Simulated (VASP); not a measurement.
# In3Sb (Pm-3m) in VASP: single point with LDA

Aim: the single point of In3Sb with LDA.

Everything below comes from runs of VASP 6.6.1. Logs are shortened: lines on timing, memory, paths and dates and some standing lists are left out, and cuts for length are marked.

## (1) The cell of the first run

It takes space group Pm-3m (No. 221, cubic). The conventional cell has a = 4.837 Å, b = 4.837 Å, c = 4.837 Å, α = 90.00°, β = 90.00°, γ = 90.00°. Sb (site symmetry m-3m) has 12 In at 3.42 Å within 4.5 Å. Within 4.5 Å of In (site symmetry 4/mmm) lie 4 Sb at 3.42 Å and 8 In at 3.42 Å.

## (2) Single point, LDA

INCAR reads:

```
SYSTEM = In3Sb
PREC     = Accurate       ! precision mode
ENCUT    = 520            ! plane-wave cutoff, eV
EDIFF    = 1E-7           ! SCF threshold, eV
ISMEAR   = -1             ! smearing method
SIGMA    = 0.05           ! smearing width, eV
LREAL    = .FALSE.        ! projectors in reciprocal space
LASPH    = .TRUE.         ! aspherical terms in the spheres
NELM     = 100            ! most SCF steps
ALGO     = Normal         ! electronic algorithm
ISIF     = 2              ! what is computed and relaxed
LWAVE    = .FALSE.        ! write WAVECAR
LCHARG   = .TRUE.         ! write CHGCAR
LELF     = .TRUE.         ! ELF
LVHAR    = .TRUE.       
NBANDS   = 30             ! bands
```

KPOINTS reads:

```
Automatic mesh
0
G
  6 6 6
  0 0 0
```

POSCAR reads:

```
In3Sb
1.0
    4.8369620000      0.0000000000      0.0000000000
    0.0000000000      4.8369620000      0.0000000000
    0.0000000000      0.0000000000      4.8369620000
Sb In
1 3
Direct
    0.0000000000      0.0000000000      0.0000000000
    0.0000000000      0.5000000000      0.5000000000
    0.5000000000      0.0000000000      0.5000000000
    0.5000000000      0.5000000000      0.0000000000
```

Potentials or basis: VASP PAW LDA potentials, release 64 (Sb, In_d).

Launch:

```
$ cat potpaw_LDA.64/Sb/POTCAR potpaw_LDA.64/In_d/POTCAR > POTCAR
$ mpirun -np 1 vasp_std > vasp.out
```

OUTCAR:

```text
SYSTEM = In3Sb
   PREC = Accurate
   ENCUT = 520
   EDIFF = 1E-7
   ISMEAR = -1
   LREAL = .FALSE.
   LASPH = .TRUE.
   NELM = 100
   ISIF = 2

 ion  position               nearest neighbor table
   1  0.000  0.000  0.000-   2 3.42   3 3.42   4 3.42   2 3.42   3 3.42   2 3.42   4 3.42   2 3.42
                             3 3.42   4 3.42   3 3.42   4 3.42
   2  0.000  0.500  0.500-   1 3.42   3 3.42   4 3.42   1 3.42   4 3.42   1 3.42   3 3.42   1 3.42
                             3 3.42   4 3.42   4 3.42   3 3.42
   3  0.500  0.000  0.500-   1 3.42   2 3.42   4 3.42   1 3.42   4 3.42   2 3.42   4 3.42   4 3.42
                             1 3.42   2 3.42   1 3.42   2 3.42
   4  0.500  0.500  0.000-   1 3.42   2 3.42   3 3.42   2 3.42   3 3.42   1 3.42   3 3.42   3 3.42
                             1 3.42   2 3.42   2 3.42   1 3.42

  LATTYP: Found a simple cubic cell.
 ALAT       =     4.8369620000

  Lattice vectors:

 A1 = (   4.8369620000,   0.0000000000,   0.0000000000)
 A2 = (   0.0000000000,   4.8369620000,   0.0000000000)
 A3 = (   0.0000000000,   0.0000000000,   4.8369620000)

Analysis of symmetry for initial positions (statically):
=====================================================================
 Subroutine PRICEL returns:
 Original cell was already a primitive cell.

 Routine SETGRP: Setting up the symmetry group for a
 simple cubic supercell.

 Subroutine GETGRP returns: Found 48 space group operations
 (whereof 48 operations were pure point group operations)
 out of a pool of 48 trial point group operations.

The static configuration has the point symmetry O_h .

Analysis of symmetry for dynamics (positions and initial velocities):
=====================================================================
 Subroutine PRICEL returns:
 Original cell was already a primitive cell.

 Routine SETGRP: Setting up the symmetry group for a
 simple cubic supercell.

 Subroutine GETGRP returns: Found 48 space group operations
 (whereof 48 operations were pure point group operations)
 out of a pool of 48 trial point group operations.

The dynamic configuration has the point symmetry O_h .

 Subroutine INISYM returns: Found 48 space group operations
 (whereof 48 operations are pure point group operations),
 and found     1 'primitive' translations

----------------------------------------------------------------------------------------

                                     Primitive cell

  volume of cell :     113.1665

  direct lattice vectors                    reciprocal lattice vectors
     4.836962000  0.000000000  0.000000000     0.206741339  0.000000000  0.000000000
     0.000000000  4.836962000  0.000000000     0.000000000  0.206741339  0.000000000
     0.000000000  0.000000000  4.836962000     0.000000000  0.000000000  0.206741339

  length of vectors
     4.836962000  4.836962000  4.836962000     0.206741339  0.206741339  0.206741339

  position of ions in fractional coordinates (direct lattice)
     0.000000000  0.000000000  0.000000000
     0.000000000  0.500000000  0.500000000
     0.500000000  0.000000000  0.500000000
     0.500000000  0.500000000  0.000000000

  ion indices of the primitive-cell ions
   primitive index   ion index
                 1           1
                 2           2
                 3           3
                 4           4

----------------------------------------------------------------------------------------

 KPOINTS: Automatic mesh

Automatic generation of k-mesh.
 Grid dimensions read from file:
 generate k-points for:    6    6    6

 Generating k-lattice:

  Cartesian coordinates                     Fractional coordinates (reciprocal lattice)
     0.034456890  0.000000000  0.000000000     0.166666667  0.000000000  0.000000000
     0.000000000  0.034456890  0.000000000     0.000000000  0.166666667  0.000000000
     0.000000000  0.000000000  0.034456890     0.000000000  0.000000000  0.166666667

  Length of vectors
     0.034456890  0.034456890  0.034456890

  Shift w.r.t. Gamma in fractional coordinates (k-lattice)
     0.000000000  0.000000000  0.000000000

 Subroutine IBZKPT returns following result:
 ===========================================

 Found     20 irreducible k-points:

 Following reciprocal coordinates:
            Coordinates               Weight
  0.000000  0.000000  0.000000      1.000000
  0.166667  0.000000  0.000000      6.000000
  0.333333  0.000000  0.000000      6.000000
  0.500000  0.000000  0.000000      3.000000
  0.166667  0.166667  0.000000     12.000000
  0.333333  0.166667  0.000000     24.000000
[... 12 lines left out ...]
  0.500000  0.500000  0.333333      6.000000
  0.500000  0.500000  0.500000      1.000000
   k-points           NKPTS =     20   k-points in BZ     NKDIM =     20   number of bands    NBANDS=     30
   number of dos      NEDOS =    301   number of ions     NIONS =      4
   total plane-waves  NPLWV =  46656
   dimension x,y,z NGX =    36 NGY =   36 NGZ =   36
   dimension x,y,z NGXF=    72 NGYF=   72 NGZF=   72
   ions per type =               1   3
   NGX,Y,Z   is equivalent  to a cutoff of  12.37, 12.37, 12.37 a.u.
   NGXF,Y,Z  is equivalent  to a cutoff of  24.75, 24.75, 24.75 a.u.
 SYSTEM =  In3Sb
   PREC   = accura    normal or accurate (medium, high low for compatibility)
   ISTART =      0    job   : 0-new  1-cont  2-samecut
   ICHARG =      2    charge: 1-file 2-atom 10-const
   ISPIN  =      1    spin polarized calculation?
   LNONCOLLINEAR =      F non collinear calculations
   LSORBIT =      F    spin-orbit coupling
   LASPH  =      T    aspherical Exc in radial PAW
   ENCUT  =  520.0 eV  38.22 Ry    6.18 a.u.   8.99  8.99  8.99*2*pi/ulx,y,z
   NELM   =    100;   NELMIN=  2; NELMDL= -5     # of ELM steps
   EDIFF  = 0.1E-06   stopping-criterion for ELM
   LREAL  =      F    real-space projection
   EDIFFG = 0.1E-05   stopping-criterion for IOM
   NSW    =      0    number of steps for IOM
   IBRION =     -1    ionic relax: 0-MD 1-quasi-New 2-CG
   NFREE  =      0    steps in history (QN), initial steepest desc. (CG)
   ISIF   =      2    stress and relaxation
   ISYM   =      2    0-nonsym 1-usesym 2-fastsym
   POTIM  = 0.5000    time-step for ionic-motion
   TEBEG  =    0.0;   TEEND  =   0.0 temperature during run
   PSTRESS=    0.0 pullay stress
   NELECT =      44.0000    total number of electrons
   NUPDOWN=      -1.0000    fix difference up-down
   EMIN   =  10.00;   EMAX   =-10.00  energy-range for DOS
   EFERMI =   0.00;   METHOD = LEGACY
   ISMEAR =    -1;   SIGMA  =   0.05  broadening in eV -4-tet -1-fermi 0-gaus
   EFERMI_NEDOS =   21; number of points for ismear=-14 and -15
   IALGO  =     38    algorithm
   IMIX   =      4    mixing-type and parameters
     AMIX     =   0.40;   BMIX     =  1.00
     AMIX_MAG =   1.60;   BMIX_MAG =  1.00
  volume/ion in A,a.u.               =      28.29       190.92
  Fermi-wavevector in a.u.,A,eV,Ry     =   1.194867  2.257972 19.425148  1.427708
  Thomas-Fermi vector in A             =   2.330847
   LORBIT       =      0    0 simple, 1 ext, 2 COOP (PROOUT), +10 PAW based schemes
   GGA     = CA    functional components
   LHFCALC =     F    Hartree Fock is set to
   AEXX    =    0.0000 exact exchange contribution
   IVDW    =     0    specifies the selected vdW correction
   LEPSILON=     F    determine dielectric tensor
   LRPA    =     F    only Hartree local field effects (RPA)
 non-spin polarized calculation
  energy-cutoff  :      520.00
  volume of cell :      113.17
 maximum number of plane-waves:      3112
 NGX is ok and might be reduce to    36
   NGX = 17   NGY = 17   NGZ = 17

 number of electron      43.9999994 magnetization

 Free energy of the ion-electron system (eV)
  ---------------------------------------------------
  ext. energy  EPLUGINS =         0.00000000
  ---------------------------------------------------
  free energy    TOTEN  =       -14.21773681 eV

  energy without entropy =      -14.20156562  energy(sigma->0) =      -14.20965121

 E-fermi :   6.5542     XC(G=0): -10.1531

 val. band max:        6.5205421225   @ k =   0.5000   0.5000   0.0000
 cond. band min:       6.5917832406   @ k =   0.5000   0.1667   0.1667
 fundamental gap:      0.0712411180
 Fermi energy:         6.5542288420

 k-point     1 :       0.0000    0.0000    0.0000
  band No.  band energies     occupation
      1      -7.9195      2.00000
      2      -7.9180      2.00000
      3      -7.9180      2.00000
      4      -7.9180      2.00000
      5      -7.7856      2.00000
      6      -7.7856      2.00000
[... 22 lines left out ...]
     29      12.7363      0.00000
     30      13.1090      0.00000

 k-point     2 :       0.1667    0.0000    0.0000
  band No.  band energies     occupation
      1      -7.9139      2.00000
      2      -7.8997      2.00000
      3      -7.8944      2.00000
      4      -7.8944      2.00000
      5      -7.7828      2.00000
      6      -7.7699      2.00000
[... 22 lines left out ...]
     29      13.1420      0.00000
     30      13.4093      0.00000

 k-point     3 :       0.3333    0.0000    0.0000
  band No.  band energies     occupation
      1      -7.9052      2.00000
      2      -7.8510      2.00000
      3      -7.8292      2.00000
      4      -7.8292      2.00000
      5      -7.7755      2.00000
      6      -7.7304      2.00000
[... 22 lines left out ...]
     29      13.1324      0.00000
     30      13.1337      0.00000

 k-point     4 :       0.5000    0.0000    0.0000
  band No.  band energies     occupation
      1      -7.9006      2.00000
      2      -7.8177      2.00000
      3      -7.7646      2.00000
      4      -7.7573      2.00000
      5      -7.7573      2.00000
      6      -7.7155      2.00000
[... 22 lines left out ...]
     29      11.3073      0.00000
     30      12.2363      0.00000

 k-point     5 :       0.1667    0.1667    0.0000
  band No.  band energies     occupation
      1      -7.8980      2.00000
      2      -7.8899      2.00000
      3      -7.8828      2.00000
      4      -7.8687      2.00000
      5      -7.7741      2.00000
      6      -7.7593      2.00000
[... 22 lines left out ...]
     29      12.9893      0.00000
     30      13.4153      0.00000
[... 394 lines left out ...]
     29      12.8222      0.00000
     30      14.0899      0.00000

 k-point    18 :       0.5000    0.3333    0.3333
  band No.  band energies     occupation
      1      -7.8416      2.00000
      2      -7.8368      2.00000
      3      -7.8066      2.00000
      4      -7.7975      2.00000
      5      -7.7971      2.00000
      6      -7.7881      2.00000
[... 22 lines left out ...]
     29      13.2701      0.00000
     30      13.3581      0.00000

 k-point    19 :       0.5000    0.5000    0.3333
  band No.  band energies     occupation
      1      -7.8559      2.00000
      2      -7.8223      2.00000
      3      -7.8223      2.00000
      4      -7.8214      2.00000
      5      -7.7897      2.00000
      6      -7.7897      2.00000
[... 22 lines left out ...]
     29      13.2988      0.00000
     30      14.0706      0.00000

 k-point    20 :       0.5000    0.5000    0.5000
  band No.  band energies     occupation
      1      -7.8748      2.00000
      2      -7.8319      2.00000
      3      -7.8319      2.00000
      4      -7.8319      2.00000
      5      -7.7955      2.00000
      6      -7.7955      2.00000
[... 22 lines left out ...]
     29      14.3564      0.00000
     30      14.3946      0.00000

------------------------ aborting loop because EDIFF is reached ----------------------------------------

  FORCE on cell =-STRESS in cart. coord.  units (eV):
  Direction    XX          YY          ZZ          XY          YZ          ZX
  --------------------------------------------------------------------------------------
  -------------------------------------------------------------------------------------
  Total       -2.7564717     -2.7564717     -2.7564717     -0.0000000     -0.0000000     -0.0000000
  in kB      -39.0252861    -39.0252861    -39.0252861     -0.0000000     -0.0000000     -0.0000000
  external PRESSURE =     -39.0252861 kB  Pullay stress =       0.0000000 kB

 VOLUME and BASIS-vectors are now :
 -----------------------------------------------------------------------------
  energy-cutoff  :      520.00
  volume of cell :      113.17
      direct lattice vectors                 reciprocal lattice vectors
     4.836962000  0.000000000  0.000000000     0.206741339  0.000000000  0.000000000
     0.000000000  4.836962000  0.000000000     0.000000000  0.206741339  0.000000000
     0.000000000  0.000000000  4.836962000     0.000000000  0.000000000  0.206741339

 POSITION                                       TOTAL-FORCE (eV/Angst)
 -----------------------------------------------------------------------------------
      0.00000      0.00000      0.00000         0.000000      0.000000      0.000000
      0.00000      2.41848      2.41848         0.000000      0.000000      0.000000
      2.41848      0.00000      2.41848         0.000000      0.000000      0.000000
      2.41848      2.41848      0.00000         0.000000      0.000000      0.000000
 -----------------------------------------------------------------------------------
    total drift:                                0.000000      0.000000      0.000000

  FREE ENERGIE OF THE ION-ELECTRON SYSTEM (eV)
  ---------------------------------------------------
  free  energy   TOTEN  =       -14.2177368145 eV

  energy  without entropy=      -14.2015656154  energy(sigma->0) =      -14.20965121
```

Wall time 47 s (1 thread of Intel Xeon 6975P-C, shared host); peak memory 0.2 GiB.

What came out:

* Free energy: -14.2177 eV
* Pressure: -3.9 GPa
* Band gap on the k mesh: zero (band 22 reaches 7.05 eV, above the bottom of band 23 at 3.57 eV)

Caveat: spin-orbit coupling is left out, which moves the levels of the heavy elements.
